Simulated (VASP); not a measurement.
# CdSe (P6_3/mmc) in VASP: further runs, part 2 of 2

VASP 6.6.1. The steps go on from the part before.

## 3. Single point, PBE

INCAR

```
SYSTEM = CdSe
PREC     = Accurate       ! precision mode
ENCUT    = 520            ! plane-wave cutoff, eV
EDIFF    = 1E-7           ! SCF threshold, eV
ISMEAR   = 0              ! smearing method
SIGMA    = 0.01           ! smearing width, eV
LREAL    = .FALSE.        ! projectors in reciprocal space
LASPH    = .TRUE.         ! aspherical terms in the spheres
NELM     = 100            ! most SCF steps
ALGO     = Normal         ! electronic algorithm
ISIF     = 2              ! what is computed and relaxed
LWAVE    = .FALSE.        ! write WAVECAR
LCHARG   = .FALSE.        ! write CHGCAR
GGA      = PE             ! functional
NBANDS   = 26             ! bands
```

KPOINTS

```
Automatic mesh
0
G
  6 6 4
  0 0 0
```

POSCAR

```
CdSe
1.0
    4.6022437423      0.0000000000      0.0000000000
   -2.3011218711      3.9856599953      0.0000000000
    0.0000000000      0.0000000000      6.0016225389
Cd Se
2 2
Direct
    0.3333333333      0.6666666667      0.2500000000
    0.6666666667      0.3333333333      0.7500000000
    0.6666666667      0.3333333333      0.2500000000
    0.3333333333      0.6666666667      0.7500000000
```

Potentials or basis: VASP PAW PBE potentials, release 64 (Cd, Se).

Run with:

```console
$ cat potpaw_PBE.64/Cd/POTCAR potpaw_PBE.64/Se/POTCAR > POTCAR
$ mpirun -np 1 vasp_std > vasp.out
```

OUTCAR:

```text
SYSTEM = CdSe
   PREC = Accurate
   ENCUT = 520
   EDIFF = 1E-7
   ISMEAR = 0
   LREAL = .FALSE.
   LASPH = .TRUE.
   NELM = 100
   ISIF = 2
   GGA = PE

 ion  position               nearest neighbor table
   1  0.333  0.667  0.250-   3 2.66   3 2.66   3 2.66   4 3.00   4 3.00
   2  0.667  0.333  0.750-   4 2.66   4 2.66   4 2.66   3 3.00   3 3.00
   3  0.667  0.333  0.250-   1 2.66   1 2.66   1 2.66   2 3.00   2 3.00
   4  0.333  0.667  0.750-   2 2.66   2 2.66   2 2.66   1 3.00   1 3.00

  LATTYP: Found a hexagonal cell.
 ALAT       =     4.6022437423
 C/A-ratio  =     1.3040644683

  Lattice vectors:

 A1 = (   4.6022437423,   0.0000000000,   0.0000000000)
 A2 = (  -2.3011218711,   3.9856599953,   0.0000000000)
 A3 = (   0.0000000000,   0.0000000000,   6.0016225389)

Analysis of symmetry for initial positions (statically):
=====================================================================
 Subroutine PRICEL returns:
 Original cell was already a primitive cell.

 Routine SETGRP: Setting up the symmetry group for a
 hexagonal supercell.

 Subroutine GETGRP returns: Found 24 space group operations
 (whereof 12 operations were pure point group operations)
[... 166 lines left out ...]

 E-fermi :   1.3191     XC(G=0):  -9.0097

 val. band max:        1.2170844909   @ k =   0.3333   0.3333   0.5000
 cond. band min:       1.4453317957   @ k =   0.0000   0.0000   0.0000
 fundamental gap:      0.2282473048
 Fermi energy:         1.3191427738

 k-point     1 :       0.0000    0.0000    0.0000
  band No.  band energies     occupation
      1     -11.4558      2.00000
      2     -10.8297      2.00000
      3      -6.8754      2.00000
      4      -6.8754      2.00000
      5      -6.8656      2.00000
      6      -6.8656      2.00000
[... 598 lines left out ...]
     25       8.1025      0.00000
     26       8.1025      0.00000

------------------------ aborting loop because EDIFF is reached ----------------------------------------

  FORCE on cell =-STRESS in cart. coord.  units (eV):
  Direction    XX          YY          ZZ          XY          YZ          ZX
  --------------------------------------------------------------------------------------
  -------------------------------------------------------------------------------------
  Total        1.2937149      1.2937149      1.0437357      0.0000000      0.0000000      0.0000000
  in kB       18.8282790     18.8282790     15.1901681      0.0000000      0.0000000      0.0000000
  external PRESSURE =      17.6155754 kB  Pullay stress =       0.0000000 kB

 VOLUME and BASIS-vectors are now :
 -----------------------------------------------------------------------------
  energy-cutoff  :      520.00
  volume of cell :      110.09
      direct lattice vectors                 reciprocal lattice vectors
     4.602243742  0.000000000  0.000000000     0.217285319  0.125449737  0.000000000
    -2.301121871  3.985659995  0.000000000     0.000000000  0.250899475  0.000000000
     0.000000000  0.000000000  6.001622539     0.000000000  0.000000000  0.166621608

 POSITION                                       TOTAL-FORCE (eV/Angst)
 -----------------------------------------------------------------------------------
     -0.00000      2.65711      1.50041        -0.000000     -0.000000     -0.000000
      2.30112      1.32855      4.50122         0.000000      0.000000      0.000000
      2.30112      1.32855      1.50041         0.000000     -0.000000      0.000000
     -0.00000      2.65711      4.50122        -0.000000      0.000000      0.000000
 -----------------------------------------------------------------------------------
    total drift:                                0.000000     -0.000000      0.000000

  FREE ENERGIE OF THE ION-ELECTRON SYSTEM (eV)
  ---------------------------------------------------
  free  energy   TOTEN  =       -10.5524736015 eV

  energy  without entropy=      -10.5524736015  energy(sigma->0) =      -10.55247360
```

OSZICAR:

```text
N       E                     dE             d eps       ncg     rms          rms(c)
DAV:   1     0.242541592650E+03    0.24254E+03   -0.17151E+04  1092   0.125E+03
DAV:   2     0.131455969139E+01   -0.24123E+03   -0.23339E+03  1224   0.310E+02
DAV:   3    -0.113109135919E+02   -0.12625E+02   -0.12561E+02  1300   0.707E+01
DAV:   4    -0.114187960167E+02   -0.10788E+00   -0.10779E+00  1196   0.603E+00
DAV:   5    -0.114194540139E+02   -0.65800E-03   -0.65797E-03  1204   0.461E-01    0.817E+00
DAV:   6    -0.105990934161E+02    0.82036E+00   -0.13629E+00  1218   0.113E+01    0.670E+00
DAV:   7    -0.105520211942E+02    0.47072E-01   -0.53727E-01  1166   0.375E+00    0.291E+00
DAV:   8    -0.105523486619E+02   -0.32747E-03   -0.49769E-02  1170   0.226E+00    0.394E-01
DAV:   9    -0.105522064925E+02    0.14217E-03   -0.74862E-03  1212   0.973E-01    0.983E-02
DAV:  10    -0.105523711191E+02   -0.16463E-03   -0.91654E-04  1146   0.317E-01    0.741E-02
DAV:  11    -0.105524981943E+02   -0.12708E-03   -0.28718E-04  1152   0.108E-01    0.234E-02
DAV:  12    -0.105524700521E+02    0.28142E-04   -0.88111E-05  1202   0.937E-02    0.969E-03
DAV:  13    -0.105524737148E+02   -0.36627E-05   -0.19100E-05  1126   0.197E-02    0.840E-03
DAV:  14    -0.105524733098E+02    0.40495E-06   -0.10029E-06  1198   0.647E-03    0.364E-03
DAV:  15    -0.105524738957E+02   -0.58586E-06   -0.49326E-07  1152   0.293E-03    0.360E-03
DAV:  16    -0.105524736256E+02    0.27008E-06   -0.54678E-08   772   0.111E-03    0.566E-04
DAV:  17    -0.105524736015E+02    0.24099E-07   -0.10082E-08   576   0.570E-04
   1 F= -.10552474E+02 E0= -.10552474E+02  d E =-.910906E-49
```

It took 24 s on 1 thread of Intel Xeon 6975P-C (Granite Rapids), shared host; peak memory 0.25 GiB.

Results:

```
Free energy            : -10.5525 eV
Pressure               : 1.8 GPa
Band gap on the k mesh : 0.23 eV, indirect (least direct gap 0.43 eV)
```

Stress tensor (GPa, compression positive):
```
1.88 0.00 0.00
0.00 1.88 0.00
0.00 0.00 1.52
```

A k mesh can miss the band edges.

## 4. Single point, r2SCAN

POSCAR is that of step 3.

INCAR.step1

```
SYSTEM = CdSe
  PREC = Accurate
  ENCUT = 520
  ISMEAR = 0
  SIGMA = 0.01
  LREAL = .False.
  LASPH = .True.
  NELM = 60
  NBANDS = 26
  GGA = PE
  ALGO = Normal
  EDIFF = 1E-4
  LWAVE = .True.
  LCHARG = .False.
```

INCAR.step2

```
SYSTEM = CdSe
  PREC = Accurate
  ENCUT = 520
  EDIFF = 1E-6
  ISMEAR = 0
  SIGMA = 0.01
  LREAL = .False.
  LASPH = .True.
  NELM = 60
  ALGO = Normal
  ISIF = 2
  LWAVE = .False.
  LCHARG = .False.
  METAGGA = R2SCAN
  LMIXTAU = .True.
  NBANDS = 26
  ISTART = 1
```

KPOINTS

```
Automatic mesh
0
Gamma
  6 6 4
  0 0 0
```

Potentials or basis: VASP PAW PBE potentials, release 64 (Cd, Se).

Run with:

```console
$ cat potpaw_PBE.64/Cd/POTCAR potpaw_PBE.64/Se/POTCAR > POTCAR
$ cp INCAR.step1 INCAR
$ mpirun -np 1 vasp_std > vasp.out
$ cp INCAR.step2 INCAR
$ mpirun -np 1 vasp_std > vasp.out
```

OUTCAR:

```text
SYSTEM = CdSe
   PREC = Accurate
   ENCUT = 520
   EDIFF = 1E-6
   ISMEAR = 0
   LREAL = .False.
   LASPH = .True.
   NELM = 60
   ISIF = 2
   METAGGA = R2SCAN
   ISTART = 1

 ion  position               nearest neighbor table
   1  0.333  0.667  0.250-   3 2.66   3 2.66   3 2.66   4 3.00   4 3.00
   2  0.667  0.333  0.750-   4 2.66   4 2.66   4 2.66   3 3.00   3 3.00
   3  0.667  0.333  0.250-   1 2.66   1 2.66   1 2.66   2 3.00   2 3.00
   4  0.333  0.667  0.750-   2 2.66   2 2.66   2 2.66   1 3.00   1 3.00

  LATTYP: Found a hexagonal cell.
 ALAT       =     4.6022437423
 C/A-ratio  =     1.3040644683

  Lattice vectors:

 A1 = (   4.6022437423,   0.0000000000,   0.0000000000)
 A2 = (  -2.3011218711,   3.9856599953,   0.0000000000)
 A3 = (   0.0000000000,   0.0000000000,   6.0016225389)

Analysis of symmetry for initial positions (statically):
=====================================================================
 Subroutine PRICEL returns:
 Original cell was already a primitive cell.

 Routine SETGRP: Setting up the symmetry group for a
 hexagonal supercell.

 Subroutine GETGRP returns: Found 24 space group operations
 (whereof 12 operations were pure point group operations)
 out of a pool of 24 trial point group operations.

The static configuration has the point symmetry D_3d.
 The point group associated with its full space group is D_6h.

Analysis of symmetry for dynamics (positions and initial velocities):
=====================================================================
 Subroutine PRICEL returns:
 Original cell was already a primitive cell.

 Routine SETGRP: Setting up the symmetry group for a
 hexagonal supercell.

 Subroutine GETGRP returns: Found 24 space group operations
 (whereof 12 operations were pure point group operations)
 out of a pool of 24 trial point group operations.

The dynamic configuration has the point symmetry D_3d.
 The point group associated with its full space group is D_6h.

 Subroutine INISYM returns: Found 24 space group operations
 (whereof 12 operations are pure point group operations),
 and found     1 'primitive' translations

----------------------------------------------------------------------------------------

                                     Primitive cell

  volume of cell :     110.0876

  direct lattice vectors                    reciprocal lattice vectors
     4.602243742  0.000000000  0.000000000     0.217285319  0.125449737  0.000000000
    -2.301121871  3.985659995  0.000000000     0.000000000  0.250899475  0.000000000
     0.000000000  0.000000000  6.001622539     0.000000000  0.000000000  0.166621608

  length of vectors
     4.602243742  4.602243742  6.001622539     0.250899475  0.250899475  0.166621608

  position of ions in fractional coordinates (direct lattice)
     0.333333333  0.666666667  0.250000000
     0.666666667  0.333333333  0.750000000
     0.666666667  0.333333333  0.250000000
     0.333333333  0.666666667  0.750000000

  ion indices of the primitive-cell ions
   primitive index   ion index
                 1           1
                 2           2
                 3           3
                 4           4

----------------------------------------------------------------------------------------

 KPOINTS: Automatic mesh

Automatic generation of k-mesh.
 Grid dimensions read from file:
 generate k-points for:    6    6    4

 Generating k-lattice:

  Cartesian coordinates                     Fractional coordinates (reciprocal lattice)
     0.036214220  0.020908290  0.000000000     0.166666667 -0.000000000  0.000000000
     0.000000000  0.041816579  0.000000000     0.000000000  0.166666667  0.000000000
     0.000000000  0.000000000  0.041655402     0.000000000  0.000000000  0.250000000

  Length of vectors
     0.041816579  0.041816579  0.041655402

  Shift w.r.t. Gamma in fractional coordinates (k-lattice)
     0.000000000  0.000000000  0.000000000

 Subroutine IBZKPT returns following result:
 ===========================================

 Found     21 irreducible k-points:

 Following reciprocal coordinates:
            Coordinates               Weight
  0.000000  0.000000  0.000000      1.000000
  0.166667  0.000000  0.000000      6.000000
  0.333333  0.000000  0.000000      6.000000
  0.500000  0.000000  0.000000      3.000000
  0.166667  0.166667  0.000000      6.000000
  0.333333  0.166667  0.000000     12.000000
[... 13 lines left out ...]
  0.333333  0.166667  0.500000     12.000000
  0.333333  0.333333  0.500000      2.000000
   k-points           NKPTS =     21   k-points in BZ     NKDIM =     21   number of bands    NBANDS=     26
   number of dos      NEDOS =    301   number of ions     NIONS =      4
   total plane-waves  NPLWV =  62208
   dimension x,y,z NGX =    36 NGY =   36 NGZ =   48
   dimension x,y,z NGXF=    72 NGYF=   72 NGZF=   96
   ions per type =               2   2
   NGX,Y,Z   is equivalent  to a cutoff of  13.00, 13.00, 13.30 a.u.
   NGXF,Y,Z  is equivalent  to a cutoff of  26.01, 26.01, 26.59 a.u.
 SYSTEM =  CdSe
   PREC   = accura    normal or accurate (medium, high low for compatibility)
   ISTART =      1    job   : 0-new  1-cont  2-samecut
   ICHARG =      0    charge: 1-file 2-atom 10-const
   ISPIN  =      1    spin polarized calculation?
   LNONCOLLINEAR =      F non collinear calculations
   LSORBIT =      F    spin-orbit coupling
   LASPH  =      T    aspherical Exc in radial PAW
   ENCUT  =  520.0 eV  38.22 Ry    6.18 a.u.   8.56  8.56 11.16*2*pi/ulx,y,z
   NELM   =     60;   NELMIN=  2; NELMDL=  0     # of ELM steps
   EDIFF  = 0.1E-05   stopping-criterion for ELM
   LREAL  =      F    real-space projection
   EDIFFG = 0.1E-04   stopping-criterion for IOM
   NSW    =      0    number of steps for IOM
   IBRION =     -1    ionic relax: 0-MD 1-quasi-New 2-CG
   NFREE  =      0    steps in history (QN), initial steepest desc. (CG)
   ISIF   =      2    stress and relaxation
   ISYM   =      2    0-nonsym 1-usesym 2-fastsym
   POTIM  = 0.5000    time-step for ionic-motion
   TEBEG  =    0.0;   TEEND  =   0.0 temperature during run
   PSTRESS=    0.0 pullay stress
   NELECT =      36.0000    total number of electrons
   NUPDOWN=      -1.0000    fix difference up-down
   EMIN   =  10.00;   EMAX   =-10.00  energy-range for DOS
   EFERMI =   0.00;   METHOD = LEGACY
   ISMEAR =     0;   SIGMA  =   0.01  broadening in eV -4-tet -1-fermi 0-gaus
   EFERMI_NEDOS =   21; number of points for ismear=-14 and -15
   IALGO  =     38    algorithm
   IMIX   =      4    mixing-type and parameters
     AMIX     =   0.40;   BMIX     =  1.00
     AMIX_MAG =   1.60;   BMIX_MAG =  1.00
  volume/ion in A,a.u.               =      27.52       185.73
  Fermi-wavevector in a.u.,A,eV,Ry     =   1.127880  2.131384 17.308146  1.272113
  Thomas-Fermi vector in A             =   2.264568
   LORBIT       =      0    0 simple, 1 ext, 2 COOP (PROOUT), +10 PAW based schemes
   METAGGA = R2SCAN    functional components
   LHFCALC =     F    Hartree Fock is set to
   AEXX    =    0.0000 exact exchange contribution
   IVDW    =     0    specifies the selected vdW correction
   LEPSILON=     F    determine dielectric tensor
   LRPA    =     F    only Hartree local field effects (RPA)
 non-spin polarized calculation
 Gauss-broadening in eV      SIGMA  =   0.01
  energy-cutoff  :      520.00
  volume of cell :      110.09
 maximum number of plane-waves:      2986
 NGX is ok and might be reduce to    36
   NGX = 17   NGY = 17   NGZ = 23

 number of electron      36.0000009 magnetization

 Free energy of the ion-electron system (eV)
  ---------------------------------------------------
  ext. energy  EPLUGINS =         0.00000000
  ---------------------------------------------------
  free energy    TOTEN  =       -71.43936743 eV

  energy without entropy =      -71.43936743  energy(sigma->0) =      -71.43936743

 E-fermi :   0.9912     XC(G=0):  -9.5449

 val. band max:        0.9148204842   @ k =   0.3333   0.3333   0.5000
 cond. band min:       1.6112671515   @ k =   0.0000   0.0000   0.0000
 fundamental gap:      0.6964466673
 Fermi energy:         0.9911545373

 k-point     1 :       0.0000    0.0000    0.0000
  band No.  band energies     occupation
      1     -12.1636      2.00000
      2     -11.5235      2.00000
      3      -7.4027      2.00000
      4      -7.4026      2.00000
      5      -7.3926      2.00000
      6      -7.3926      2.00000
[... 598 lines left out ...]
     25       8.4337      0.00000
     26       8.4337      0.00000

------------------------ aborting loop because EDIFF is reached ----------------------------------------

  FORCE on cell =-STRESS in cart. coord.  units (eV):
  Direction    XX          YY          ZZ          XY          YZ          ZX
  --------------------------------------------------------------------------------------
  -------------------------------------------------------------------------------------
  Total        0.1828964      0.1828964      0.1596372      0.0000000      0.0000000      0.0000000
  in kB        2.6618104      2.6618104      2.3233051      0.0000000      0.0000000      0.0000000
  external PRESSURE =       2.5489753 kB  Pullay stress =       0.0000000 kB

 VOLUME and BASIS-vectors are now :
 -----------------------------------------------------------------------------
  energy-cutoff  :      520.00
  volume of cell :      110.09
      direct lattice vectors                 reciprocal lattice vectors
     4.602243742  0.000000000  0.000000000     0.217285319  0.125449737  0.000000000
    -2.301121871  3.985659995  0.000000000     0.000000000  0.250899475  0.000000000
     0.000000000  0.000000000  6.001622539     0.000000000  0.000000000  0.166621608

 POSITION                                       TOTAL-FORCE (eV/Angst)
 -----------------------------------------------------------------------------------
     -0.00000      2.65711      1.50041        -0.000000      0.000000     -0.000000
      2.30112      1.32855      4.50122         0.000000      0.000000     -0.000000
      2.30112      1.32855      1.50041        -0.000000     -0.000000      0.000000
     -0.00000      2.65711      4.50122        -0.000000      0.000000      0.000000
 -----------------------------------------------------------------------------------
    total drift:                                0.000000     -0.000000      0.000000

  FREE ENERGIE OF THE ION-ELECTRON SYSTEM (eV)
  ---------------------------------------------------
  free  energy   TOTEN  =       -71.4393674336 eV

  energy  without entropy=      -71.4393674336  energy(sigma->0) =      -71.43936743
```

Wall time 77 s (1 thread of Intel Xeon 6975P-C (Granite Rapids), shared host); peak memory 0.27 GiB.

What came out:

| Property | Result |
| --- | --- |
| Free energy | -71.4394 eV |
| Pressure | 0.3 GPa |
| Band gap on the k mesh | 0.70 eV, indirect (least direct gap 0.90 eV) |

Levels at points of the mesh, in eV from the valence-band top:
```csv
k point,band 16,band 17,band 18,band 19,band 20,band 21
"(0.00, 0.00, 0.00)",-0.34,-0.34,-0.20,0.70,0.93,5.52
"(0.50, 0.00, 0.00)",-2.45,-1.33,-1.11,2.26,3.68,6.15
"(0.00, 0.00, 0.50)",-0.83,-0.83,-0.83,2.69,2.69,5.73
"(0.50, 0.00, 0.50)",-1.84,-0.41,-0.41,3.64,3.64,5.06
```

Caveat: the PAW data sets were made with another functional, which shifts forces and pressure a little. r2SCAN opens gaps a little over a GGA but as a rule still falls short of measured ones.
